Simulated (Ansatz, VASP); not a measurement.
# PbF2 in VASP and in Ansatz

Contents of INCAR:

```
PREC = Accurate
ENCUT = 520
EDIFF = 1E-6
ISMEAR = 0
SIGMA = 0.05
LREAL = F
LASPH = T
NELM = 80
ALGO = Normal
ISIF = 2
LWAVE = F
LCHARG = F
GGA = PS
NBANDS = 21
```

File KPOINTS:

```
regular mesh
0
Gamma
  8 8 8
```

The input POSCAR:

```
PbF2
1.0
    0.0928078125      2.9698500000      2.9698500000
    3.0626578125      0.0000000000      3.0626578125
    2.9698500000      2.9698500000      0.0928078125
Pb F
1 2
Direct
    0.0000000000      0.0000000000      0.0000000000
    0.2500000000      0.2500000000      0.2500000000
    0.7500000000      0.7500000000      0.7500000000
```

Input for Ansatz:

```yaml
crystal:
  lattice:
    - [0.0928078125, 2.96985, 2.96985]
    - [3.0626578125, 0.0, 3.0626578125]
    - [2.96985, 2.96985, 0.0928078125]
  atoms:
    - { symbol: Pb, position: [0.0, 0.0, 0.0] }
    - { symbol: F, position: [0.25, 0.25, 0.25] }
    - { symbol: F, position: [0.75, 0.75, 0.75] }
basis:
  ecutwfc: 420
kpoints:
  mp_grid: { grid: [8, 8, 8] }
hamiltonian:
  xc: pbesol
scf:
  occupations: { method: gaussian, width: 0.05 }
output:
  forces: true
  stress: true
  eigenvalues: true
```

Change from the starting cell: strain +0.0625 x Voigt [0, 0, 0, 0, 1, 0], atoms carried along.

Alike in both runs: task single point; functional PBEsol; k mesh 8 × 8 × 8; occupations gaussian, width 0.05 eV; no spin polarisation.

```csv
,VASP,Ansatz
version,VASP 6.6.1,Ansatz 0.2.0
potentials or method,"VASP PAW PBE potentials, release 64 (Pb_d, F), cutoff 520 eV","scalar-relativistic, plane waves, PAW"
valence electrons in the cell,28,28
```

```csv
,VASP,Ansatz,Ansatz less VASP
gap on the k mesh at the Fermi level (eV),4.25,4.26,+0.007
least direct gap on the mesh (eV),4.43,4.43,+0.005
pressure (GPa),-1.4,-1.1,+0.22
"traceless stress, the component that is largest in VASP (GPa)",-1.87,-1.84,+0.030
rms of the force components (eV/Å),0.069,0.067,-0.0016
```

VASP's potentials were made for PBE, not for PBEsol. Atom by atom the forces differ by 0.002 eV/Å (rms over components).

Neither program's run includes spin-orbit coupling.
